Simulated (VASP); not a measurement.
Set up this calculation in VASP 6.6.1, as the native input.

```
Task                   : electric field gradients
Functional             : PBE
Potentials or basis    : VASP PAW PBE potentials, release 64 (Al)
Cutoff                 : 520 eV
k mesh                 : 14 × 14 × 14
Occupations            : fermi-dirac, width 0.05 eV
Spin                   : no spin polarisation
Dipole correction      : no
Further INCAR settings : ALGO = Normal; EDIFF = 1e-08; NBANDS = 8
```

The structure of Al lies in POSCAR:

```
Al
1.0
    0.0000000000      2.0506143701      2.0506143701
    2.0506143701      0.0000000000      2.0506143701
    2.0506143701      2.0506143701      0.0000000000
Al
1
Direct
    0.0000000000      0.0000000000      0.0000000000
```

This cell differs from its parent crystal: volume scaled by 1.04.

The input as run:

INCAR

```
SYSTEM = Al
ALGO     = Normal         ! electronic algorithm
EDIFF    = 1E-8           ! SCF threshold, eV
ENCUT    = 520            ! plane-wave cutoff, eV
GGA      = PE             ! functional
ISIF     = 2              ! what is computed and relaxed
ISMEAR   = -1             ! smearing method
LASPH    = .True.         ! aspherical terms in the spheres
LCHARG   = .False.        ! write CHGCAR
LEFG     = .True.       
LREAL    = .False.        ! projectors in reciprocal space
LWAVE    = .False.        ! write WAVECAR
NBANDS   = 8              ! bands
NELM     = 60             ! most SCF steps
PREC     = Accurate       ! precision mode
SIGMA    = 0.05           ! smearing width, eV
```

KPOINTS

```
k-points
0
Gamma
  14 14 14
  0 0 0
```

Potentials or basis: VASP PAW PBE potentials, release 64 (Al).

Command:

```bash
$ cat potpaw_PBE.64/Al/POTCAR > POTCAR
$ mpirun -np 1 vasp_std > vasp.out
```

It gave:

```yaml
Pressure: -3.3 GPa
```

Caveat: without QUAD_EFG the Cq values of the log hold for a quadrupole moment of 1 mb, not for the nuclei.

Run time: 8.5 s on 1 thread of Intel(R) Xeon(R) Platinum 8488C (Sapphire Rapids), on a shared host, peak memory 0.13 GiB.
